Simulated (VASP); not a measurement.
Write the native input for VASP 6.6.1 that does the following.

```
Task                   : single point
Functional             : r2SCAN
Potentials or basis    : VASP PAW PBE potentials, release 64 (Si)
Cutoff                 : 520 eV
k mesh                 : 8 × 8 × 8
Occupations            : fermi-dirac, width 0.02 eV
Spin                   : no spin polarisation
Dipole correction      : no
Further INCAR settings : ALGO = Normal; EDIFF = 1e-06; NBANDS = 11
```

Si:

```xyz
2
Lattice="0.0000 2.6124 2.8023 2.6124 0.0000 2.8023 2.6124 2.6124 0.0000" Properties=species:S:1:pos:R:3 pbc="T T T"
Si    0.0000    0.0000    0.0000
Si    1.3062    1.3062    1.4011
```

This cell differs from its parent crystal: epitaxial xy strain -4.0%.

One way to write it, as run:

POSCAR

```
Si
1.0
    0.0000000000      2.6124175046      2.8022852681
    2.6124175046      0.0000000000      2.8022852681
    2.6124175046      2.6124175046      0.0000000000
Si
2
Direct
    0.0000000000      0.0000000000      0.0000000000
    0.2500000000      0.2500000000      0.2500000000
```

INCAR.step1

```
  PREC = Accurate
  ENCUT = 520
  ISMEAR = -1
  SIGMA = 0.02
  LREAL = F
  LASPH = T
  NELM = 60
  NBANDS = 11
  GGA = PE
  ALGO = Normal
  EDIFF = 1E-4
  LWAVE = T
  LCHARG = F
```

INCAR.step2

```
  PREC = Accurate
  ENCUT = 520
  EDIFF = 1E-6
  ISMEAR = -1
  SIGMA = 0.02
  LREAL = F
  LASPH = T
  NELM = 60
  ALGO = Normal
  ISIF = 2
  LWAVE = F
  LCHARG = T
  METAGGA = R2SCAN
  LMIXTAU = T
  LELF = T
  LVHAR = T
  NBANDS = 11
  ISTART = 1
```

KPOINTS

```
Automatic mesh
0
Gamma
  8 8 8
```

Potentials or basis: VASP PAW PBE potentials, release 64 (Si).

The run is started by

```sh
$ cat potpaw_PBE.64/Si/POTCAR > POTCAR
$ cp INCAR.step1 INCAR
$ mpirun -np 1 vasp_std > vasp.out
$ cp INCAR.step2 INCAR
$ mpirun -np 1 vasp_std > vasp.out
```

Results of the run:

```json
{"Pressure": "5.3 GPa", "Band gap on the k mesh": "0.33 eV, indirect (least direct gap 2.51 eV)"}
```

Caveat: the cell differs from its parent crystal (epitaxial xy strain -4.0%); the PAW data sets were made with another functional, which shifts forces and pressure a little.

Run time: 54 s on 1 thread of Intel Xeon 6975P-C, on a shared host, peak memory 0.17 GiB.
